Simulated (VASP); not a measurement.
A run of VASP 6.6.1 is set up as follows.

File INCAR:

```
PREC = Accurate
ENCUT = 520
EDIFF = 1E-7
ISMEAR = 0
SIGMA = 0.05
LREAL = False
LASPH = True
NELM = 100
ALGO = Normal
ISIF = 2
LWAVE = False
LCHARG = False
GGA = PE
NBANDS = 16
```

KPOINTS

```
Automatic mesh
0
Gamma
  9 9 6
```

The input POSCAR:

```
MgO
1.0
    3.1798172993      0.0000000000      0.0000000000
   -1.5899086497      2.7538025606      0.0000000000
    0.0000000000      0.0000000000      5.5672241276
Mg O
2 2
Direct
    0.3333333333      0.6666666667      0.0160814757
    0.6666666667      0.3333333333      0.5160814757
    0.3333333333      0.6666666667      0.3982811987
    0.6666666667      0.3333333333      0.8982811987
```

Potentials or basis: VASP PAW PBE potentials, release 64 (Mg, O).

Run with:

```sh
$ cat potpaw_PBE.64/Mg/POTCAR potpaw_PBE.64/O/POTCAR > POTCAR
$ mpirun -np 1 vasp_std > vasp.out
```

Problem. Predict the largest force.

Solution. 0.529 eV/Å.

Problem. Predict the band gap on the k mesh.

Solution. 3.47 eV, direct.

Problem. Predict the pressure.

Solution. 1.7 GPa.

Stress tensor (GPa, compression positive):
```
  8.36   0.00   0.00
  0.00   8.36   0.00
  0.00   0.00 -11.59
```

 A k mesh can miss the band edges.
